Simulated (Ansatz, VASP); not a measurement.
One calculation of Ti, two programs

INCAR

```
SYSTEM = Ti
  PREC = Accurate
  ENCUT = 520
  EDIFF = 1E-6
  ISMEAR = 0
  SIGMA = 0.15
  LREAL = .FALSE.
  LASPH = .TRUE.
  NELM = 80
  ALGO = Fast
  ISIF = 2
  LWAVE = .FALSE.
  LCHARG = .FALSE.
  GGA = PS
  NBANDS = 12
```

KPOINTS

```
Automatic mesh
0
G
  22 22 22
  0 0 0
```

File POSCAR:

```
Ti
1.0
   -1.7323498620      1.7323498620      1.4724973827
    1.7323498620     -1.7323498620      1.4724973827
    1.7323498620      1.7323498620     -1.4724973827
Ti
1
Direct
    0.0000000000      0.0000000000      0.0000000000
```

Input for Ansatz:

```yaml
crystal:
  lattice:
    - [-1.732349862, 1.732349862, 1.4724973827]
    - [1.732349862, -1.732349862, 1.4724973827]
    - [1.732349862, 1.732349862, -1.4724973827]
  atoms:
    - { symbol: Ti, position: [0.0, 0.0, 0.0] }
basis:
  ecutwfc: 420
kpoints:
  mp_grid: { grid: [22, 22, 22] }
hamiltonian:
  xc: pbesol
scf:
  occupations: { method: gaussian, width: 0.15 }
output:
  forces: true
  stress: true
  eigenvalues: true
```

Alike in both runs: task single point; functional PBEsol; k mesh 22 × 22 × 22; occupations gaussian, width 0.15 eV; no spin polarisation.

|  | VASP | Ansatz |
| --- | --- | --- |
| version | VASP 6.6.1 | Ansatz 0.2.0 |
| potentials or method | VASP PAW PBE potentials, release 64 (Ti_sv), cutoff 520 eV | scalar-relativistic, plane waves, PAW |
| valence electrons in the cell | 12 | 12 |

```csv
,VASP,Ansatz,Ansatz less VASP
gap on the k mesh at the Fermi level (eV),none,none,-
pressure (GPa),-6.8,-6.6,+0.14
"traceless stress, the component that is largest in VASP (GPa)",0.69,0.75,+0.058
```

VASP's potentials were made for PBE, not for PBEsol. A gap of «none» marks a metal or a gap that the smearing closes. The functional is the same, so the differences come from potentials, cutoffs and numerics.
